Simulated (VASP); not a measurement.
Set up this calculation in VASP 6.6.1, as the native input.

```yaml
Task: single point
Functional: LDA
Potentials_or_basis: VASP PAW LDA potentials, release 64 (Sb, Pb_d)
Cutoff: 520 eV
k_mesh: 5 × 5 × 5
Occupations: methfessel-paxton, width 0.1 eV
Spin: no spin polarisation
Dipole_correction: no
Further_INCAR_settings: ALGO = Normal; EDIFF = 1e-07; NBANDS = 16
```

The structure of SbPb lies in POSCAR:

```
SbPb
1.0
    0.0000000000      3.1612430000      3.1612430000
    3.1612430000      0.0000000000      3.1612430000
    3.1612430000      3.1612430000      0.0000000000
Sb Pb
1 1
Direct
    0.5000000000      0.5000000000      0.5000000000
    0.0000000000      0.0000000000      0.0000000000
```

These files were run (other wordings do the same):

INCAR

```
PREC = Accurate
ENCUT = 520
EDIFF = 1E-7
ISMEAR = 1
SIGMA = 0.1
LREAL = F
LASPH = T
NELM = 80
ALGO = Normal
ISIF = 2
LWAVE = F
LCHARG = F
GGA = CA
NBANDS = 16
```

KPOINTS

```
Automatic mesh
0
Gamma
  5 5 5
```

Potentials or basis: VASP PAW LDA potentials, release 64 (Sb, Pb_d).

Command:

```console
$ cat potpaw_LDA.64/Sb/POTCAR potpaw_LDA.64/Pb_d/POTCAR > POTCAR
$ mpirun -np 1 vasp_std > vasp.out
```

It gave:

```json
{
  "Pressure": "-2.6 GPa"
}
```

It took 22 s on 1 thread of Intel Xeon 6975P-C (shared host), peak memory 0.14 GiB.
